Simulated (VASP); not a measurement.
# CsSnI3 (Pm-3m) in VASP: a series of runs

CsSnI3 is run at these levels: r2SCAN; tasks: single point.

Program: VASP 6.6.1. These are calculated values, not measurements. Logs are shortened: lines on timing, memory, paths and dates and some standing lists are left out, and cuts for length are marked.

### 1 The cell of the first run

The structure is cubic, space group Pm-3m (No. 221). Conventional cell: a = 6.224 Å, b = 6.224 Å, c = 6.224 Å, α = 90.00°, β = 90.00°, γ = 90.00°. Cs (site symmetry m-3m) has 12 I at 4.40 Å and 8 Sn at 5.39 Å within 5.8 Å. Within 4.1 Å of Sn (site symmetry m-3m) lie 6 I at 3.11 Å. Within 4.1 Å of I (site symmetry 4/mmm) lie 2 Sn at 3.11 Å.

### 2 Single point, r2SCAN

The input, POSCAR:

```
CsSnI3
1.0
    6.2243573057      0.0000000000      0.0000000000
    0.0000000000      6.2243573057      0.0000000000
    0.0000000000      0.0000000000      6.2243573057
Cs Sn I
1 1 3
Direct
    0.0000000000      0.0000000000      0.0000000000
    0.5000000000      0.5000000000      0.5000000000
    0.0000000000      0.5000000000      0.5000000000
    0.5000000000      0.0000000000      0.5000000000
    0.5000000000      0.5000000000      0.0000000000
```

The input, INCAR.step1:

```
ALGO = Normal
EDIFF = 1E-4
ENCUT = 520
GGA = PE
ISMEAR = 0
LASPH = True
LCHARG = False
LREAL = False
LWAVE = True
NBANDS = 30
NELM = 100
PREC = Accurate
SIGMA = 0.02
```

The input, INCAR.step2:

```
ALGO = Normal
EDIFF = 1E-6
ENCUT = 520
ISIF = 2
ISMEAR = 0
ISTART = 1
LASPH = True
LCHARG = False
LMIXTAU = True
LREAL = False
LWAVE = False
METAGGA = R2SCAN
NBANDS = 30
NELM = 100
PREC = Accurate
SIGMA = 0.02
```

The input, KPOINTS:

```
k-points
0
Gamma
  6 6 6
```

Potentials or basis: VASP PAW PBE potentials, release 64 (Cs_sv, Sn_d, I).

Command:

```console
cat potpaw_PBE.64/Cs_sv/POTCAR potpaw_PBE.64/Sn_d/POTCAR potpaw_PBE.64/I/POTCAR > POTCAR
cp INCAR.step1 INCAR
mpirun -np 1 vasp_std > vasp.out
cp INCAR.step2 INCAR
mpirun -np 1 vasp_std > vasp.out
```

OUTCAR:

```text
EDIFF = 1E-6
   ENCUT = 520
   ISIF = 2
   ISMEAR = 0
   ISTART = 1
   LASPH = True
   LREAL = False
   METAGGA = R2SCAN
   NELM = 100
   PREC = Accurate

 ion  position               nearest neighbor table
   1  0.000  0.000  0.000-
   2  0.500  0.500  0.500-   3 3.11   4 3.11   5 3.11   5 3.11   4 3.11   3 3.11
   3  0.000  0.500  0.500-   2 3.11   2 3.11
   4  0.500  0.000  0.500-   2 3.11   2 3.11
   5  0.500  0.500  0.000-   2 3.11   2 3.11

  LATTYP: Found a simple cubic cell.
 ALAT       =     6.2243573057

  Lattice vectors:

 A1 = (   6.2243573057,   0.0000000000,   0.0000000000)
 A2 = (   0.0000000000,   6.2243573057,   0.0000000000)
 A3 = (   0.0000000000,   0.0000000000,   6.2243573057)

Analysis of symmetry for initial positions (statically):
=====================================================================
 Subroutine PRICEL returns:
 Original cell was already a primitive cell.

 Routine SETGRP: Setting up the symmetry group for a
 simple cubic supercell.

 Subroutine GETGRP returns: Found 48 space group operations
 (whereof 48 operations were pure point group operations)
 out of a pool of 48 trial point group operations.

The static configuration has the point symmetry O_h .

Analysis of symmetry for dynamics (positions and initial velocities):
=====================================================================
 Subroutine PRICEL returns:
 Original cell was already a primitive cell.

 Routine SETGRP: Setting up the symmetry group for a
 simple cubic supercell.

 Subroutine GETGRP returns: Found 48 space group operations
 (whereof 48 operations were pure point group operations)
 out of a pool of 48 trial point group operations.

The dynamic configuration has the point symmetry O_h .

 Subroutine INISYM returns: Found 48 space group operations
 (whereof 48 operations are pure point group operations),
 and found     1 'primitive' translations

----------------------------------------------------------------------------------------

                                     Primitive cell

  volume of cell :     241.1479

  direct lattice vectors                    reciprocal lattice vectors
     6.224357306  0.000000000  0.000000000     0.160659157  0.000000000  0.000000000
     0.000000000  6.224357306  0.000000000     0.000000000  0.160659157  0.000000000
     0.000000000  0.000000000  6.224357306     0.000000000  0.000000000  0.160659157

  length of vectors
     6.224357306  6.224357306  6.224357306     0.160659157  0.160659157  0.160659157

  position of ions in fractional coordinates (direct lattice)
     0.000000000  0.000000000  0.000000000
     0.500000000  0.500000000  0.500000000
     0.000000000  0.500000000  0.500000000
     0.500000000  0.000000000  0.500000000
     0.500000000  0.500000000  0.000000000

  ion indices of the primitive-cell ions
   primitive index   ion index
                 1           1
                 2           2
                 3           3
                 4           4
                 5           5

----------------------------------------------------------------------------------------

 KPOINTS: k-points

Automatic generation of k-mesh.
 Grid dimensions read from file:
 generate k-points for:    6    6    6

 Generating k-lattice:

  Cartesian coordinates                     Fractional coordinates (reciprocal lattice)
     0.026776526  0.000000000  0.000000000     0.166666667  0.000000000  0.000000000
     0.000000000  0.026776526  0.000000000     0.000000000  0.166666667  0.000000000
     0.000000000  0.000000000  0.026776526     0.000000000  0.000000000  0.166666667

  Length of vectors
     0.026776526  0.026776526  0.026776526

  Shift w.r.t. Gamma in fractional coordinates (k-lattice)
     0.000000000  0.000000000  0.000000000

 Subroutine IBZKPT returns following result:
 ===========================================

 Found     20 irreducible k-points:

 Following reciprocal coordinates:
            Coordinates               Weight
  0.000000  0.000000  0.000000      1.000000
  0.166667  0.000000  0.000000      6.000000
  0.333333  0.000000  0.000000      6.000000
  0.500000  0.000000  0.000000      3.000000
  0.166667  0.166667  0.000000     12.000000
  0.333333  0.166667  0.000000     24.000000
[... 12 lines left out ...]
  0.500000  0.500000  0.333333      6.000000
  0.500000  0.500000  0.500000      1.000000
   k-points           NKPTS =     20   k-points in BZ     NKDIM =     20   number of bands    NBANDS=     30
   number of dos      NEDOS =    301   number of ions     NIONS =      5
   total plane-waves  NPLWV = 110592
   dimension x,y,z NGX =    48 NGY =   48 NGZ =   48
   dimension x,y,z NGXF=    96 NGYF=   96 NGZF=   96
   ions per type =               1   1   3
   NGX,Y,Z   is equivalent  to a cutoff of  12.82, 12.82, 12.82 a.u.
   NGXF,Y,Z  is equivalent  to a cutoff of  25.64, 25.64, 25.64 a.u.
 SYSTEM =  unknown system
   PREC   = accura    normal or accurate (medium, high low for compatibility)
   ISTART =      1    job   : 0-new  1-cont  2-samecut
   ICHARG =      0    charge: 1-file 2-atom 10-const
   ISPIN  =      1    spin polarized calculation?
   LNONCOLLINEAR =      F non collinear calculations
   LSORBIT =      F    spin-orbit coupling
   LASPH  =      T    aspherical Exc in radial PAW
   ENCUT  =  520.0 eV  38.22 Ry    6.18 a.u.  11.57 11.57 11.57*2*pi/ulx,y,z
   NELM   =    100;   NELMIN=  2; NELMDL=  0     # of ELM steps
   EDIFF  = 0.1E-05   stopping-criterion for ELM
   LREAL  =      F    real-space projection
   EDIFFG = 0.1E-04   stopping-criterion for IOM
   NSW    =      0    number of steps for IOM
   IBRION =     -1    ionic relax: 0-MD 1-quasi-New 2-CG
   NFREE  =      0    steps in history (QN), initial steepest desc. (CG)
   ISIF   =      2    stress and relaxation
   ISYM   =      2    0-nonsym 1-usesym 2-fastsym
   POTIM  = 0.5000    time-step for ionic-motion
   TEBEG  =    0.0;   TEEND  =   0.0 temperature during run
   PSTRESS=    0.0 pullay stress
   NELECT =      44.0000    total number of electrons
   NUPDOWN=      -1.0000    fix difference up-down
   EMIN   =  10.00;   EMAX   =-10.00  energy-range for DOS
   EFERMI =   0.00;   METHOD = LEGACY
   ISMEAR =     0;   SIGMA  =   0.02  broadening in eV -4-tet -1-fermi 0-gaus
   EFERMI_NEDOS =   21; number of points for ismear=-14 and -15
   IALGO  =     38    algorithm
   IMIX   =      4    mixing-type and parameters
     AMIX     =   0.40;   BMIX     =  1.00
     AMIX_MAG =   1.60;   BMIX_MAG =  1.00
  volume/ion in A,a.u.               =      48.23       325.47
  Fermi-wavevector in a.u.,A,eV,Ry     =   0.928534  1.754675 11.730612  0.862176
  Thomas-Fermi vector in A             =   2.054721
   LORBIT       =      0    0 simple, 1 ext, 2 COOP (PROOUT), +10 PAW based schemes
   METAGGA = R2SCAN    functional components
   LHFCALC =     F    Hartree Fock is set to
   AEXX    =    0.0000 exact exchange contribution
   IVDW    =     0    specifies the selected vdW correction
   LEPSILON=     F    determine dielectric tensor
   LRPA    =     F    only Hartree local field effects (RPA)
 non-spin polarized calculation
 Gauss-broadening in eV      SIGMA  =   0.02
  energy-cutoff  :      520.00
  volume of cell :      241.15
 maximum number of plane-waves:      6515
 NGX is ok and might be reduce to    48
   NGX = 23   NGY = 23   NGZ = 23

 number of electron      43.9999981 magnetization

 Free energy of the ion-electron system (eV)
  ---------------------------------------------------
  ext. energy  EPLUGINS =         0.00000000
  ---------------------------------------------------
  free energy    TOTEN  =      -128.69118505 eV

  energy without entropy =     -128.69118505  energy(sigma->0) =     -128.69118505

 E-fermi :   2.8951     XC(G=0):  -7.8680

 val. band max:        2.7396312454   @ k =   0.5000   0.5000   0.5000
 cond. band min:       3.2024486473   @ k =   0.5000   0.5000   0.5000
 fundamental gap:      0.4628174019
 Fermi energy:         2.8951201935

 k-point     1 :       0.0000    0.0000    0.0000
  band No.  band energies     occupation
      1     -20.3552      2.00000
      2     -20.1738      2.00000
      3     -20.1738      2.00000
      4     -20.1478      2.00000
      5     -20.1478      2.00000
      6     -20.1478      2.00000
[... 22 lines left out ...]
     29       7.6786      0.00000
     30       7.6786      0.00000

 k-point     2 :       0.1667    0.0000    0.0000
  band No.  band energies     occupation
      1     -20.3551      2.00000
      2     -20.1738      2.00000
      3     -20.1734      2.00000
      4     -20.1478      2.00000
      5     -20.1478      2.00000
      6     -20.1478      2.00000
[... 22 lines left out ...]
     29       6.7177      0.00000
     30       7.6226      0.00000

 k-point     3 :       0.3333    0.0000    0.0000
  band No.  band energies     occupation
      1     -20.3549      2.00000
      2     -20.1738      2.00000
      3     -20.1725      2.00000
      4     -20.1479      2.00000
      5     -20.1479      2.00000
      6     -20.1478      2.00000
[... 22 lines left out ...]
     29       7.2016      0.00000
     30       7.7286      0.00000

 k-point     4 :       0.5000    0.0000    0.0000
  band No.  band energies     occupation
      1     -20.3548      2.00000
      2     -20.1738      2.00000
      3     -20.1721      2.00000
      4     -20.1479      2.00000
      5     -20.1479      2.00000
      6     -20.1478      2.00000
[... 484 lines left out ...]
     29       7.3798      0.00000
     30       7.9312      0.00000

 k-point    19 :       0.5000    0.5000    0.3333
  band No.  band energies     occupation
      1     -20.3542      2.00000
      2     -20.1716      2.00000
      3     -20.1712      2.00000
      4     -20.1481      2.00000
      5     -20.1481      2.00000
      6     -20.1481      2.00000
[... 22 lines left out ...]
     29       7.2050      0.00000
     30       8.0891      0.00000

 k-point    20 :       0.5000    0.5000    0.5000
  band No.  band energies     occupation
      1     -20.3541      2.00000
      2     -20.1712      2.00000
      3     -20.1712      2.00000
      4     -20.1481      2.00000
      5     -20.1481      2.00000
      6     -20.1481      2.00000
[... 22 lines left out ...]
     29       7.0669      0.00000
     30       8.2825      0.00000

------------------------ aborting loop because EDIFF is reached ----------------------------------------

  FORCE on cell =-STRESS in cart. coord.  units (eV):
  Direction    XX          YY          ZZ          XY          YZ          ZX
  --------------------------------------------------------------------------------------
  -------------------------------------------------------------------------------------
  Total       -0.0058144     -0.0058144     -0.0058144     -0.0000000     -0.0000000      0.0000000
  in kB       -0.0386306     -0.0386306     -0.0386306     -0.0000000     -0.0000000      0.0000000
  external PRESSURE =      -0.0386306 kB  Pullay stress =       0.0000000 kB

 VOLUME and BASIS-vectors are now :
 -----------------------------------------------------------------------------
  energy-cutoff  :      520.00
  volume of cell :      241.15
      direct lattice vectors                 reciprocal lattice vectors
     6.224357306  0.000000000  0.000000000     0.160659157  0.000000000  0.000000000
     0.000000000  6.224357306  0.000000000     0.000000000  0.160659157  0.000000000
     0.000000000  0.000000000  6.224357306     0.000000000  0.000000000  0.160659157

 POSITION                                       TOTAL-FORCE (eV/Angst)
 -----------------------------------------------------------------------------------
      0.00000      0.00000      0.00000         0.000000      0.000000      0.000000
      3.11218      3.11218      3.11218         0.000000      0.000000      0.000000
      0.00000      3.11218      3.11218         0.000000      0.000000      0.000000
      3.11218      0.00000      3.11218         0.000000      0.000000      0.000000
      3.11218      3.11218      0.00000         0.000000      0.000000      0.000000
 -----------------------------------------------------------------------------------
    total drift:                                0.000000     -0.000000     -0.000000

  FREE ENERGIE OF THE ION-ELECTRON SYSTEM (eV)
  ---------------------------------------------------
  free  energy   TOTEN  =      -128.6911850451 eV

  energy  without entropy=     -128.6911850451  energy(sigma->0) =     -128.69118505
```

It took 5.5 min on 1 thread of Intel Xeon Platinum 8259CL at 2.50GHz (Skylake/Cascade Lake), shared host; peak memory 0.46 GiB.

Results:

| Property | Result |
| --- | --- |
| Free energy | -128.6912 eV |
| Pressure | 0.0 GPa |
| Band gap on the k mesh | 0.46 eV, direct |

Caveat: the PAW data sets were made with another functional, which shifts forces and pressure a little; spin-orbit coupling is left out, which moves the levels of the heavy elements. A k mesh can miss the band edges.

### 3 Single point, r2SCAN

POSCAR is that of step 2.

The input, INCAR.step1:

```
SYSTEM = CsSnI3
ALGO = Normal
EDIFF = 1E-4
ENCUT = 520
GGA = PE
ISMEAR = 0
LASPH = .TRUE.
LCHARG = .FALSE.
LREAL = .FALSE.
LWAVE = .TRUE.
NBANDS = 30
NELM = 100
PREC = Accurate
SIGMA = 0.02
```

The input, INCAR.step2:

```
SYSTEM = CsSnI3
ALGO = Normal
EDIFF = 1E-6
ENCUT = 520
ISIF = 2
ISMEAR = 0
ISTART = 1
LASPH = .TRUE.
LCHARG = .FALSE.
LMIXTAU = .TRUE.
LREAL = .FALSE.
LWAVE = .FALSE.
METAGGA = R2SCAN
NBANDS = 30
NELM = 100
PREC = Accurate
SIGMA = 0.02
```

The input, KPOINTS:

```
k-points
0
G
  6 6 6
  0 0 0
```

Potentials or basis: VASP PAW PBE potentials, release 64 (Cs_sv, Sn_d, I).

Command:

```console
cat potpaw_PBE.64/Cs_sv/POTCAR potpaw_PBE.64/Sn_d/POTCAR potpaw_PBE.64/I/POTCAR > POTCAR
cp INCAR.step1 INCAR
mpirun -np 1 vasp_std > vasp.out
cp INCAR.step2 INCAR
mpirun -np 1 vasp_std > vasp.out
```

It took 5.7 min on 1 thread of Intel Xeon Platinum 8259CL at 2.50GHz (Skylake/Cascade Lake), shared host; peak memory 0.45 GiB.

Results (log left out):

- Free energy: -128.6912 eV
- Pressure: 0.0 GPa
- Band gap on the k mesh: 0.46 eV, direct

Levels at points of the mesh, in eV from the valence-band top:
```csv
k point,band 18,band 19,band 20,band 21,band 22,band 23,band 24,band 25,band 26,band 27
"(0.00, 0.00, 0.00)",-2.58,-2.58,-2.42,-2.42,-2.42,2.54,3.34,3.34,3.74,3.74
"(0.50, 0.00, 0.00)",-2.81,-2.73,-2.54,-2.54,-1.72,1.20,4.08,4.20,4.52,4.54
"(0.50, 0.50, 0.00)",-2.88,-2.88,-2.79,-1.99,-0.85,0.89,0.89,4.20,4.60,4.75
"(0.50, 0.50, 0.50)",-2.78,-1.97,-1.97,-1.97,0.00,0.46,0.46,0.46,3.36,4.33
```

Caveat: the PAW data sets were made with another functional, which shifts forces and pressure a little; spin-orbit coupling is left out, which moves the levels of the heavy elements. A k mesh can miss the band edges.
